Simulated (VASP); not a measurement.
Write the native input for VASP 6.6.1 that does the following.

| Item | Value |
| --- | --- |
| Task | single point |
| Functional | PBE |
| Dispersion | D3(BJ) |
| Potentials or basis | VASP PAW PBE potentials, release 64 (O, H, C) |
| Cutoff | 520 eV |
| k mesh | 1 × 1 × 1 |
| Occupations | fermi-dirac, width 0.05 eV |
| Spin | no spin polarisation |
| Dipole correction | no |
| Further INCAR settings | LREAL = Auto; ALGO = Normal; EDIFF = 1e-06; NBANDS = 72 |

The structure of H22CO12 lies in POSCAR:

```
H22CO12
1.0
    7.1334920000      0.0000000000      0.0000000000
    0.0000000000      7.1334920000      0.0000000000
    0.0000000000      0.0000000000      7.1334920000
O H C
12 22 1
Direct
    0.5389366106      0.7280866089      0.1098340056
    1.0042627089      0.7840760177      0.7416984557
    0.9911555238      0.2688725241      0.8002812648
    0.1416276909      0.4292568072      0.4557655633
    0.6523312846      0.3491417668      0.1126516999
    0.7975757175      0.6200749927      0.4521348030
    0.4468779106      0.6605180184      0.7163952802
   -0.0639238118      0.9749642952      1.0805367133
    0.2510691818     -0.1187216583      0.3628657606
    0.7657820321      0.1245252676      0.3391326436
    0.5060214548      0.0617930181      0.5778936880
    0.6120284427      0.2818114887      0.7709968694
    0.4369388793      0.7748238871      0.1936919534
    0.4876994325      0.7223390732     -0.0208593491
    1.1101996049      0.8507193952      0.6903911857
    0.9173066992      0.7586046217      0.6341214093
    0.9811323823      0.3894866638      0.8720273325
    0.8537333469      0.2580643533      0.7670016312
    0.2393357980      0.5169557911      0.4768632249
    0.1211608564      0.3550294863      0.5668051496
    0.6121966633      0.4745081371      0.1394688604
    0.5992296620      0.3221704041     -0.0189808862
    0.7637914222      0.6637142090      0.3295020167
    0.9193393642      0.5449084404      0.4447050617
    0.4512095899      0.7871880981      0.6712280605
    0.5573988167      0.5937064204      0.6791204083
   -0.0519240787      1.0950176996      1.0177483903
   -0.0731479057      0.8858634733      0.9757773612
    0.3148528098     -0.0007289557      0.4095750020
    0.1748372326     -0.0774235115      0.2618212791
    0.6975125226      0.2326910859      0.2373311696
    0.8020335622      0.0255134512      0.2488262411
    0.6735551116      0.0801010221      0.4288222374
    0.3466324768      0.1956545266      0.7699875461
    0.4850359403      0.1829959296      0.7056712196
```

These files were run (other wordings do the same):

INCAR

```
SYSTEM = H22CO12
PREC     = Accurate       ! precision mode
ENCUT    = 520            ! plane-wave cutoff, eV
EDIFF    = 1E-6           ! SCF threshold, eV
ISMEAR   = -1             ! smearing method
SIGMA    = 0.05           ! smearing width, eV
LREAL    = Auto         
LASPH    = .True.         ! aspherical terms in the spheres
NELM     = 100            ! most SCF steps
ALGO     = Normal         ! electronic algorithm
ISIF     = 2              ! what is computed and relaxed
LWAVE    = .False.        ! write WAVECAR
LCHARG   = .True.         ! write CHGCAR
GGA      = PE             ! functional
IVDW     = 12             ! dispersion correction
LELF     = .True.         ! ELF
LVHAR    = .True.       
NBANDS   = 72             ! bands
```

KPOINTS

```
Automatic mesh
0
Gamma
  1 1 1
  0 0 0
```

Potentials or basis: VASP PAW PBE potentials, release 64 (O, H, C).

Run with:

```console
$ cat potpaw_PBE.64/O/POTCAR potpaw_PBE.64/H/POTCAR potpaw_PBE.64/C/POTCAR > POTCAR
$ mpirun -np 1 vasp_gam > vasp.out
```

Results of the run:

- Pressure: 0.9 GPa
- Largest force: 1.893 eV/Å
- Band gap on the k mesh: 4.99 eV
- Dispersion energy per atom: -0.036 eV

Caveat: the k points lie up to 0.88 Å⁻¹ apart.

It used 99 s of CPU time on 1 thread of AMD EPYC 7R13 Processor (Zen 3), with other jobs on the host.
